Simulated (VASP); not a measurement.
Wanted: the native input for a VASP 6.6.1 run.

* Task: relaxation of cell and atoms
* Functional: PBE
* Potentials or basis: VASP PAW PBE potentials, release 64 (Pb_d, H)
* Cutoff: 600 eV
* k mesh: 12 × 12 × 8
* Occupations: gaussian, width 0.1 eV
* Spin: no spin polarisation
* Dipole correction: no
* Further INCAR settings: ALGO = Normal; EDIFF = 1e-07; IBRION = 2; EDIFFG = -0.01; NSW = 80; ISIF = 3

The structure of HPb2 lies in POSCAR:

```
HPb2
1.0
    3.7797445792      0.0000000000      0.0000000000
   -1.8898722897      3.2733548254      0.0000000000
    0.0000000000      0.0000000000      5.6989556006
Pb H
2 1
Direct
    0.6666666667      0.3333333333      0.8311005466
    0.3333333333      0.6666666667      0.3470940957
    0.0000000000      0.0000000000     -0.0941946423
```

One way to write it, as run:

INCAR

```
SYSTEM = HPb2
PREC = Accurate
ENCUT = 600
EDIFF = 1E-7
ISMEAR = 0
SIGMA = 0.1
LREAL = .FALSE.
LASPH = .TRUE.
NELM = 100
ALGO = Normal
ISIF = 3
LWAVE = .FALSE.
LCHARG = .FALSE.
GGA = PE
IBRION = 2
NSW = 80
EDIFFG = -0.01
```

KPOINTS

```
Automatic mesh
0
G
  12 12 8
  0 0 0
```

Potentials or basis: VASP PAW PBE potentials, release 64 (Pb_d, H).

Run with:

```console
$ cat potpaw_PBE.64/Pb_d/POTCAR potpaw_PBE.64/H/POTCAR > POTCAR
$ mpirun -np 1 vasp_std > vasp.out
```

Results of the run:

```json
{
 "Relaxed volume": "23.21 Å³/atom",
 "Relaxed cell": "a = 3.704 Å, b = 3.704 Å, c = 5.858 Å, α = 90.00°, β = 90.00°, γ = 120.00°",
 "Space group after relaxing (to 0.05 Å)": "P3m1 (No. 156)",
 "Energy gained by relaxing": "3.6 meV/atom",
 "Ionic steps": "20",
 "Pressure after relaxing": "0.0 GPa",
 "Largest force after relaxing": "0.006 eV/Å"
}
```

It took 19 min on 1 thread of Intel(R) Xeon(R) 6975P-C (Granite Rapids) (shared host), peak memory 0.37 GiB.
